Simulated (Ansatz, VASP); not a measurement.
KMgH3 in VASP and in Ansatz

INCAR

```
SYSTEM = KMgH3
PREC     = Accurate       ! precision mode
ENCUT    = 520            ! plane-wave cutoff, eV
EDIFF    = 1E-6           ! SCF threshold, eV
ISMEAR   = 0              ! smearing method
SIGMA    = 0.05           ! smearing width, eV
LREAL    = .FALSE.        ! projectors in reciprocal space
LASPH    = .TRUE.         ! aspherical terms in the spheres
NELM     = 80             ! most SCF steps
ALGO     = Normal         ! electronic algorithm
ISIF     = 2              ! what is computed and relaxed
LWAVE    = .FALSE.        ! write WAVECAR
LCHARG   = .FALSE.        ! write CHGCAR
NBANDS   = 15             ! bands
```

The input KPOINTS:

```
Automatic mesh
0
G
  8 8 8
  0 0 0
```

POSCAR

```
KMgH3
1.0
    4.0250000000      0.0000000000      0.0000000000
    0.0000000000      4.0250000000      0.0000000000
    0.0000000000      0.0000000000      4.1256250000
K Mg H
1 1 3
Direct
    0.0000000000      0.0000000000      0.0000000000
    0.5000000000      0.5000000000      0.5000000000
    0.0000000000      0.5000000000      0.5000000000
    0.5000000000      0.0000000000      0.5000000000
    0.5000000000      0.5000000000      0.0000000000
```

Input for Ansatz:

```yaml
crystal:
  lattice:
    - [4.025, 0.0, 0.0]
    - [0.0, 4.025, 0.0]
    - [0.0, 0.0, 4.125625]
  atoms:
    - { symbol: K, position: [0.0, 0.0, 0.0] }
    - { symbol: Mg, position: [0.5, 0.5, 0.5] }
    - { symbol: H, position: [0.0, 0.5, 0.5] }
    - { symbol: H, position: [0.5, 0.0, 0.5] }
    - { symbol: H, position: [0.5, 0.5, 0.0] }
basis:
  ecutwfc: 420
kpoints:
  mp_grid: { grid: [8, 8, 8] }
hamiltonian:
  xc: lda
scf:
  occupations: { method: gaussian, width: 0.05 }
output:
  forces: true
  stress: true
  eigenvalues: true
```

Change from the starting cell: strain +0.000 along x and y, +0.025 along z, atoms carried along.

Alike in both runs: task single point; functional LDA; k mesh 8 × 8 × 8; occupations gaussian, width 0.05 eV; no spin polarisation.

|  | VASP | Ansatz |
| --- | --- | --- |
| version | VASP 6.6.1 | Ansatz 0.2.0 |
| potentials or method | VASP PAW LDA potentials, release 64 (K_sv, Mg, H), cutoff 520 eV | scalar-relativistic, plane waves, PAW |
| valence electrons in the cell | 14 | 22 |

```tsv
	VASP	Ansatz	Ansatz less VASP
gap on the k mesh at the Fermi level (eV)	1.97	1.97	+0.004
least direct gap on the mesh (eV)	4.05	4.05	-0.001
pressure (GPa)	-3.9	-3.6	+0.27
traceless stress, the component that is largest in VASP (GPa)	-0.69	-0.68	+0.004
```

LDA's correlation is that of Perdew and Zunger in VASP and of Perdew and Wang (1992) in Ansatz. VASP's potentials hold 14 valence electrons a cell and Ansatz's 22, so a difference there can come from the potentials and not from the codes.
